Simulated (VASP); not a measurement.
# Al (I4/mmm) in VASP: notebook

The runs below take Al through single point, with PBE.

All numbers are computed with VASP 6.6.1; they aren't measurements. Logs are shortened: lines on timing, memory, paths and dates and some standing lists are left out, and cuts for length are marked.

**1. The cell of the first run**

Symmetry: I4/mmm, No. 139, tetragonal system. The conventional cell has a = 3.078 Å, b = 3.078 Å, c = 3.574 Å, α = 90.00°, β = 90.00°, γ = 90.00°. Al (site symmetry 4/mmm) has 14 Al at 2.82 to 3.57 Å within 3.7 Å.

**2. Single point, PBE (volume 16.928 Å^3 an atom, c/a of the conventional cell 1.1612)**

The input, INCAR:

```
SYSTEM = Al
PREC = Accurate
ENCUT = 520
EDIFF = 1E-6
ISMEAR = 0
SIGMA = 0.15
LREAL = .FALSE.
LASPH = .TRUE.
NELM = 60
ALGO = Normal
ISIF = 2
LWAVE = .FALSE.
LCHARG = .FALSE.
GGA = PE
NBANDS = 8
```

The input, KPOINTS:

```
regular mesh
0
G
  22 22 22
  0 0 0
```

The input, POSCAR:

```
Al
1.0
   -1.5389034138      1.5389034138      1.7869746441
    1.5389034138     -1.5389034138      1.7869746441
    1.5389034138      1.5389034138     -1.7869746441
Al
1
Direct
    0.0000000000      0.0000000000      0.0000000000
```

Potentials or basis: VASP PAW PBE potentials, release 64 (Al).

Started as:

```
> cat potpaw_PBE.64/Al/POTCAR > POTCAR
> mpirun -np 1 vasp_std > vasp.out
```

OUTCAR:

```text
SYSTEM = Al
   PREC = Accurate
   ENCUT = 520
   EDIFF = 1E-6
   ISMEAR = 0
   LREAL = .FALSE.
   LASPH = .TRUE.
   NELM = 60
   ISIF = 2
   GGA = PE

 ion  position               nearest neighbor table
   1  0.000  0.000  0.000-

  LATTYP: Found a body centered tetragonal cell.
 ALAT       =     3.0778068276
 C/A-ratio  =     1.1612000000

  Lattice vectors:

 A1 = (  -1.5389034138,   1.5389034138,   1.7869746441)
 A2 = (   1.5389034138,  -1.5389034138,   1.7869746441)
 A3 = (   1.5389034138,   1.5389034138,  -1.7869746441)

Analysis of symmetry for initial positions (statically):
=====================================================================
 Subroutine PRICEL returns:
 Original cell was already a primitive cell.

 Routine SETGRP: Setting up the symmetry group for a
 body centered tetragonal supercell.

 Subroutine GETGRP returns: Found 16 space group operations
 (whereof 16 operations were pure point group operations)
 out of a pool of 16 trial point group operations.

The static configuration has the point symmetry D_4h.

Analysis of symmetry for dynamics (positions and initial velocities):
=====================================================================
 Subroutine PRICEL returns:
 Original cell was already a primitive cell.

 Routine SETGRP: Setting up the symmetry group for a
 body centered tetragonal supercell.

 Subroutine GETGRP returns: Found 16 space group operations
 (whereof 16 operations were pure point group operations)
 out of a pool of 16 trial point group operations.

The dynamic configuration has the point symmetry D_4h.

 Subroutine INISYM returns: Found 16 space group operations
 (whereof 16 operations are pure point group operations),
 and found     1 'primitive' translations

----------------------------------------------------------------------------------------

                                     Primitive cell

  volume of cell :      16.9278

  direct lattice vectors                    reciprocal lattice vectors
    -1.538903414  1.538903414  1.786974644     0.000000000  0.324906681  0.279802515
     1.538903414 -1.538903414  1.786974644     0.324906681  0.000000000  0.279802515
     1.538903414  1.538903414 -1.786974644     0.324906681  0.324906681  0.000000000

  length of vectors
     2.815976884  2.815976884  2.815976884     0.428781761  0.428781761  0.459487434

  position of ions in fractional coordinates (direct lattice)
     0.000000000  0.000000000  0.000000000

  ion indices of the primitive-cell ions
   primitive index   ion index
                 1           1

----------------------------------------------------------------------------------------

 KPOINTS: regular mesh

Automatic generation of k-mesh.
 Grid dimensions read from file:
 generate k-points for:   22   22   22

 Generating k-lattice:

  Cartesian coordinates                     Fractional coordinates (reciprocal lattice)
     0.000000000  0.014768485  0.012718296     0.045454545 -0.000000000  0.000000000
     0.014768485  0.000000000  0.012718296    -0.000000000  0.045454545  0.000000000
     0.014768485  0.014768485  0.000000000     0.000000000  0.000000000  0.045454545

  Length of vectors
     0.019490080  0.019490080  0.020885792

  Shift w.r.t. Gamma in fractional coordinates (k-lattice)
     0.000000000  0.000000000  0.000000000

 Subroutine IBZKPT returns following result:
 ===========================================

 Found    834 irreducible k-points:

 Following reciprocal coordinates:
            Coordinates               Weight
  0.000000  0.000000  0.000000      1.000000
  0.045455 -0.000000  0.000000      8.000000
  0.090909 -0.000000  0.000000      8.000000
  0.136364  0.000000  0.000000      8.000000
  0.181818  0.000000 -0.000000      8.000000
  0.227273  0.000000 -0.000000      8.000000
[... 16 lines left out ...]
  0.500000  0.045455  0.000000     16.000000
 -0.454545  0.045455  0.000000     16.000000
 [... further k-points ...]
   k-points           NKPTS =    834   k-points in BZ     NKDIM =    834   number of bands    NBANDS=      8
   number of dos      NEDOS =    301   number of ions     NIONS =      1
   total plane-waves  NPLWV =  13824
   dimension x,y,z NGX =    24 NGY =   24 NGZ =   24
   dimension x,y,z NGXF=    48 NGYF=   48 NGZF=   48
   ions per type =               1
   NGX,Y,Z   is equivalent  to a cutoff of  14.17, 14.17, 14.17 a.u.
   NGXF,Y,Z  is equivalent  to a cutoff of  28.34, 28.34, 28.34 a.u.
 SYSTEM =  Al
   PREC   = accura    normal or accurate (medium, high low for compatibility)
   ISTART =      0    job   : 0-new  1-cont  2-samecut
   ICHARG =      2    charge: 1-file 2-atom 10-const
   ISPIN  =      1    spin polarized calculation?
   LNONCOLLINEAR =      F non collinear calculations
   LSORBIT =      F    spin-orbit coupling
   LASPH  =      T    aspherical Exc in radial PAW
   ENCUT  =  520.0 eV  38.22 Ry    6.18 a.u.   5.24  5.24  5.24*2*pi/ulx,y,z
   NELM   =     60;   NELMIN=  2; NELMDL= -5     # of ELM steps
   EDIFF  = 0.1E-05   stopping-criterion for ELM
   LREAL  =      F    real-space projection
   EDIFFG = 0.1E-04   stopping-criterion for IOM
   NSW    =      0    number of steps for IOM
   IBRION =     -1    ionic relax: 0-MD 1-quasi-New 2-CG
   NFREE  =      0    steps in history (QN), initial steepest desc. (CG)
   ISIF   =      2    stress and relaxation
   ISYM   =      2    0-nonsym 1-usesym 2-fastsym
   POTIM  = 0.5000    time-step for ionic-motion
   TEBEG  =    0.0;   TEEND  =   0.0 temperature during run
   PSTRESS=    0.0 pullay stress
   NELECT =       3.0000    total number of electrons
   NUPDOWN=      -1.0000    fix difference up-down
   EMIN   =  10.00;   EMAX   =-10.00  energy-range for DOS
   EFERMI =   0.00;   METHOD = LEGACY
   ISMEAR =     0;   SIGMA  =   0.15  broadening in eV -4-tet -1-fermi 0-gaus
   EFERMI_NEDOS =   21; number of points for ismear=-14 and -15
   IALGO  =     38    algorithm
   IMIX   =      4    mixing-type and parameters
     AMIX     =   0.40;   BMIX     =  1.00
     AMIX_MAG =   1.60;   BMIX_MAG =  1.00
  volume/ion in A,a.u.               =      16.93       114.23
  Fermi-wavevector in a.u.,A,eV,Ry     =   0.919563  1.737722 11.505037  0.845596
  Thomas-Fermi vector in A             =   2.044771
   LORBIT       =      0    0 simple, 1 ext, 2 COOP (PROOUT), +10 PAW based schemes
   GGA     = PE    functional components
   LHFCALC =     F    Hartree Fock is set to
   AEXX    =    0.0000 exact exchange contribution
   IVDW    =     0    specifies the selected vdW correction
   LEPSILON=     F    determine dielectric tensor
   LRPA    =     F    only Hartree local field effects (RPA)
 non-spin polarized calculation
 Gauss-broadening in eV      SIGMA  =   0.15
  energy-cutoff  :      520.00
  volume of cell :       16.93
 maximum number of plane-waves:       474
 NGX is ok and might be reduce to    24
   NGX = 11   NGY = 11   NGZ = 11

 number of electron       3.0000000 magnetization

 Free energy of the ion-electron system (eV)
  ---------------------------------------------------
  ext. energy  EPLUGINS =         0.00000000
  ---------------------------------------------------
  free energy    TOTEN  =        -3.68673757 eV

  energy without entropy =       -3.68176158  energy(sigma->0) =       -3.68424958

 E-fermi :   7.7017     XC(G=0): -10.1064

 val. band max:        7.6916915433   @ k =  -0.2727  -0.4545   0.2727
 cond. band min:       7.7034542755   @ k =  -0.3636   0.4545   0.2273
 fundamental gap:      0.0117627322
 Fermi energy:         7.7017221818

 k-point     1 :       0.0000    0.0000    0.0000
  band No.  band energies     occupation
      1      -3.2208      2.00000
      2      20.0934      0.00000
      3      20.0934      0.00000
      4      21.4359      0.00000
      5      21.9453      0.00000
      6      21.9453      0.00000
      7      21.9873      0.00000
      8      23.2801      0.00000

 k-point     2 :       0.0455   -0.0000    0.0000
  band No.  band energies     occupation
      1      -3.1645      2.00000
      2      19.2255      0.00000
      3      19.7978      0.00000
      4      21.1937      0.00000
      5      21.8316      0.00000
      6      22.1533      0.00000
      7      22.5554      0.00000
      8      23.1781      0.00000

 k-point     3 :       0.0909   -0.0000    0.0000
  band No.  band energies     occupation
      1      -2.9959      2.00000
      2      17.5837      0.00000
      3      19.2292      0.00000
      4      20.6447      0.00000
      5      21.9142      0.00000
      6      22.3656      0.00000
      7      22.7289      0.00000
      8      23.6038      0.00000

 k-point     4 :       0.1364    0.0000    0.0000
  band No.  band energies     occupation
      1      -2.7153      2.00000
      2      15.7865      0.00000
      3      18.6483      0.00000
      4      20.1946      0.00000
      5      21.1965      0.00000
      6      22.6966      0.00000
      7      22.8085      0.00000
      8      24.1497      0.00000

 k-point     5 :       0.1818    0.0000   -0.0000
  band No.  band energies     occupation
      1      -2.3234      2.00000
      2      13.9873      0.00000
      3      18.1254      0.00000
      4      19.8048      0.00000
      5      20.4168      0.00000
      6      22.5013      0.00000
      7      22.7861      0.00000
      8      24.3626      0.00000

 k-point     6 :       0.2273    0.0000   -0.0000
  band No.  band energies     occupation
      1      -1.8211      2.00000
      2      12.2358      0.00000
      3      17.6818      0.00000
      4      19.4692      0.00000
      5      19.6745      0.00000
      6      21.8963      0.00000
      7      22.8885      0.00000
      8      25.0663      0.00000

 k-point     7 :       0.2727    0.0000   -0.0000
  band No.  band energies     occupation
      1      -1.2094      2.00000
      2      10.5532      0.00000
      3      17.3253      0.00000
      4      19.0025      0.00000
      5      19.1922      0.00000
      6      21.2761      0.00000
      7      23.0805      0.00000
      8      25.9346      0.00000

 k-point     8 :       0.3182    0.0000    0.0000
  band No.  band energies     occupation
      1      -0.4898      2.00000
      2       8.9504      0.00000
      3      17.0594      0.00000
      4      18.4154      0.00000
      5      18.9802      0.00000
      6      20.7149      0.00000
      7      23.3692      0.00000
      8      26.8972      0.00000

 k-point     9 :       0.3636    0.0000    0.0000
  band No.  band energies     occupation
      1       0.3363      2.00000
      2       7.4342      1.98833
      3      16.8851      0.00000
      4      17.9209      0.00000
      5      18.8370      0.00000
      6      20.2373      0.00000
      7      23.7549      0.00000
      8      27.9171      0.00000

 k-point    10 :       0.4091    0.0000   -0.0000
  band No.  band energies     occupation
      1       1.2669      2.00000
      2       6.0093      2.00000
      3      16.8009      0.00000
      4      17.5251      0.00000
      5      18.7605      0.00000
      6      19.8611      0.00000
      7      24.2295      0.00000
      8      27.3921      0.00000
[... 78 lines left out ...]
 k-point    18 :       0.2727    0.0455   -0.0000
  band No.  band energies     occupation
      1      -0.8708      2.00000
      2       9.9026      0.00000
      3      16.1494      0.00000
      4      18.6282      0.00000
      5      19.4541      0.00000
      6      21.9626      0.00000
      7      24.0867      0.00000
      8      25.5751      0.00000

 k-point    19 :       0.3182    0.0455    0.0000
  band No.  band energies     occupation
      1      -0.1059      2.00000
      2       8.3367      0.00000
      3      15.9199      0.00000
      4      18.1099      0.00000
      5      19.2260      0.00000
      6      21.4534      0.00000
      7      24.4307      0.00000
      8      26.5505      0.00000

 k-point    20 :       0.3636    0.0455    0.0000
  band No.  band energies     occupation
      1       0.7646      2.00000
      2       6.8593      2.00000
      3      15.7859      0.00000
      4      17.6676      0.00000
      5      19.0995      0.00000
      6      21.0015      0.00000
      7      24.8398      0.00000
      8      27.0766      0.00000

 k-point    21 :       0.4091    0.0455    0.0000
  band No.  band energies     occupation
      1       1.7385      2.00000
      2       5.4750      2.00000
      3      15.7485      0.00000
      4      17.3123      0.00000
      5      19.0690      0.00000
      6      20.6260      0.00000
      7      25.1854      0.00000
      8      26.3982      0.00000

 k-point    22 :       0.4545    0.0455   -0.0000
  band No.  band energies     occupation
      1       2.8102      2.00000
      2       4.1904      2.00000
      3      15.8081      0.00000
      4      17.0488      0.00000
      5      19.1314      0.00000
      6      20.3355      0.00000
      7      24.9594      0.00000
      8      26.4589      0.00000

 k-point    23 :       0.5000    0.0455    0.0000
  band No.  band energies     occupation
      1       2.9761      2.00000
      2       4.0097      2.00000
      3      15.9648      0.00000
      4      16.8794      0.00000
      5      19.2803      0.00000
      6      20.1372      0.00000
      7      24.3596      0.00000
      8      27.0801      0.00000

 k-point    24 :      -0.4545    0.0455    0.0000
  band No.  band energies     occupation
      1       1.8921      2.00000
      2       5.2769      2.00000
      3      16.2180      0.00000
      4      16.8058      0.00000
      5      19.4932      0.00000
      6      20.0501      0.00000
      7      23.7794      0.00000
      8      27.8725      0.00000

 [... further k-points ...]
[... 5 lines left out ...]
  --------------------------------------------------------------------------------------
  -------------------------------------------------------------------------------------
  Total       -0.2959101     -0.2959101      0.4381152      0.0000000     -0.0000000      0.0000000
  in kB      -28.0071705    -28.0071705     41.4665359      0.0000000     -0.0000000      0.0000000
  external PRESSURE =      -4.8492684 kB  Pullay stress =       0.0000000 kB

 VOLUME and BASIS-vectors are now :
 -----------------------------------------------------------------------------
  energy-cutoff  :      520.00
  volume of cell :       16.93
      direct lattice vectors                 reciprocal lattice vectors
    -1.538903414  1.538903414  1.786974644     0.000000000  0.324906681  0.279802515
     1.538903414 -1.538903414  1.786974644     0.324906681  0.000000000  0.279802515
     1.538903414  1.538903414 -1.786974644     0.324906681  0.324906681  0.000000000

 POSITION                                       TOTAL-FORCE (eV/Angst)
 -----------------------------------------------------------------------------------
      0.00000      0.00000      0.00000         0.000000      0.000000      0.000000
 -----------------------------------------------------------------------------------
    total drift:                                0.000000      0.000000      0.000000

  FREE ENERGIE OF THE ION-ELECTRON SYSTEM (eV)
  ---------------------------------------------------
  free  energy   TOTEN  =        -3.6867375663 eV

  energy  without entropy=       -3.6817615847  energy(sigma->0) =       -3.68424958
```

It took 34 s on 1 thread of Intel Xeon Platinum 8375C at 2.90GHz (Ice Lake), shared host; peak memory 0.21 GiB.

Results:

```yaml
Free_energy: -3.6867 eV
Pressure: -0.5 GPa
```

**3. Single point, PBE (volume 16.928 Å^3 an atom, c/a of the conventional cell 1.5658)**

The input, INCAR:

```
  PREC = Accurate
  ENCUT = 520
  EDIFF = 1E-7
  ISMEAR = 0
  SIGMA = 0.15
  LREAL = False
  LASPH = True
  NELM = 100
  ALGO = Normal
  ISIF = 2
  LWAVE = False
  LCHARG = False
  GGA = PE
  NBANDS = 8
```

The input, KPOINTS:

```
regular mesh
0
Gamma
  22 22 22
```

The input, POSCAR:

```
Al
1.0
   -1.3929481232      1.3929481232      2.1810781713
    1.3929481232     -1.3929481232      2.1810781713
    1.3929481232      1.3929481232     -2.1810781713
Al
1
Direct
    0.0000000000      0.0000000000      0.0000000000
```

Potentials or basis: VASP PAW PBE potentials, release 64 (Al).

Started as:

```
> cat potpaw_PBE.64/Al/POTCAR > POTCAR
> mpirun -np 1 vasp_std > vasp.out
```

Wall time 39 s (1 thread of Intel Xeon Platinum 8375C at 2.90GHz (Ice Lake), shared host); peak memory 0.21 GiB.

It converged, with:

| Property | Result |
| --- | --- |
| Free energy | -3.7279 eV |
| Pressure | -1.2 GPa |

Stress tensor (GPa, compression positive):
```
 0.42  0.00  0.00
 0.00  0.42  0.00
 0.00  0.00 -4.56
```

Levels at points of the mesh, in eV from the Fermi level:
| k point | band 1 | band 2 | band 3 | band 4 | band 5 | band 6 |
| --- | --- | --- | --- | --- | --- | --- |
| (0.00, 0.00, 0.00) | -10.96 | 11.84 | 12.99 | 12.99 | 13.76 | 13.76 |
| (0.50, 0.00, 0.00) | -4.47 | -4.31 | 9.55 | 9.99 | 12.45 | 12.52 |
| (0.50, 0.50, 0.00) | -2.36 | -0.89 | 4.59 | 4.99 | 5.34 | 8.22 |
| (0.50, 0.50, 0.50) | -3.71 | -2.95 | 6.04 | 6.75 | 6.75 | 10.12 |

**4. Single point, PBE (volume 16.928 Å^3 an atom, c/a of the conventional cell 0.8612)**

The input, INCAR:

```
SYSTEM = Al
  PREC = Accurate
  ENCUT = 520
  EDIFF = 1E-6
  ISMEAR = 0
  SIGMA = 0.15
  LREAL = .False.
  LASPH = .True.
  NELM = 100
  ALGO = Fast
  ISIF = 2
  LWAVE = .False.
  LCHARG = .False.
  GGA = PE
  NBANDS = 8
```

The input, KPOINTS:

```
regular mesh
0
Gamma
  22 22 22
  0 0 0
```

The input, POSCAR:

```
Al
1.0
   -1.7001178679      1.7001178679      1.4641415078
    1.7001178679     -1.7001178679      1.4641415078
    1.7001178679      1.7001178679     -1.4641415078
Al
1
Direct
    0.0000000000      0.0000000000      0.0000000000
```

Started as:

```
> cat potpaw_PBE.64/Al/POTCAR > POTCAR
> mpirun -np 1 vasp_std > vasp.out
```

Run time: 38 s. Hardware: 1 thread of Intel Xeon Platinum 8375C at 2.90GHz (Ice Lake), shared host; peak memory 0.21 GiB.

It converged, with:

```
Free energy : -3.6697 eV
Pressure    : 0.0 GPa
```

Stress tensor (GPa, compression positive):
```
 0.58  0.00  0.00
 0.00  0.58  0.00
 0.00  0.00 -1.21
```

Levels at points of the mesh, in eV from the Fermi level:
```csv
k point,band 1,band 2,band 3,band 4
"(0.00, 0.00, 0.00)",-10.95,10.99,12.97,12.97
"(0.50, 0.00, 0.00)",-3.92,-3.25,7.26,7.34
"(0.50, 0.50, 0.00)",-4.72,-4.64,10.20,10.64
"(0.50, 0.50, 0.50)",0.57,0.57,2.20,2.32
```

**5. Single point, PBE (volume 16.928 Å^3 an atom, c/a of the conventional cell 1.0776)**

The input, INCAR:

```
ALGO = Normal
EDIFF = 1E-7
ENCUT = 520
GGA = PE
ISIF = 2
ISMEAR = 0
LASPH = True
LCHARG = True
LELF = True
LREAL = False
LVHAR = True
LWAVE = False
NBANDS = 8
NELM = 60
PREC = Accurate
SIGMA = 0.15
```

The input, KPOINTS:

```
k-points
0
Gamma
  22 22 22
```

The input, POSCAR:

```
Al
1.0
   -1.5777124206      1.5777124206      1.7001429044
    1.5777124206     -1.5777124206      1.7001429044
    1.5777124206      1.5777124206     -1.7001429044
Al
1
Direct
    0.0000000000      0.0000000000      0.0000000000
```

Started as:

```
> cat potpaw_PBE.64/Al/POTCAR > POTCAR
> mpirun -np 1 vasp_std > vasp.out
```

Run time: 38 s. Hardware: 1 thread of Intel Xeon Platinum 8375C at 2.90GHz (Ice Lake), shared host; peak memory 0.21 GiB.

Results (log left out):

```
Free energy : -3.6601 eV
Pressure    : -0.1 GPa
```

Stress tensor (GPa, compression positive):
```
-1.13  0.00  0.00
 0.00 -1.13  0.00
 0.00  0.00  1.85
```

Levels at points of the mesh, in eV from the Fermi level:
```
           k point  band 1  band 2  band 3  band 4  band 5
(0.00, 0.00, 0.00)  -10.96   12.64   12.64   13.93   14.29
(0.50, 0.00, 0.00)   -4.33   -4.04    8.48    8.76   10.40
(0.50, 0.50, 0.00)   -3.98   -3.37    7.14    7.27    8.67
(0.50, 0.50, 0.50)    0.55    2.26    2.52    2.52    3.44
```

**6. Overview**

```tsv
cell	gap on the mesh (eV)	pressure (GPa)
a = 2.816 Å, angles 113.7, 113.7, 101.2°, 1 atom	none	-0.5
a = 2.939 Å, angles 123.4, 123.4, 84.2°, 1 atom	none	-1.2
a = 2.815 Å, angles 105.7, 105.7, 117.3°, 1 atom	none	0.0
a = 2.805 Å, angles 111.6, 111.6, 105.4°, 1 atom	none	-0.1
```

Alike in all rows: task single point; level PBE; potentials or basis VASP PAW PBE potentials, release 64 (Al); no spin polarisation; k mesh 22 × 22 × 22; cutoff (eV) 520; smearing gaussian 0.15 eV.

Absolute energies hang on the potentials; compare differences alone.
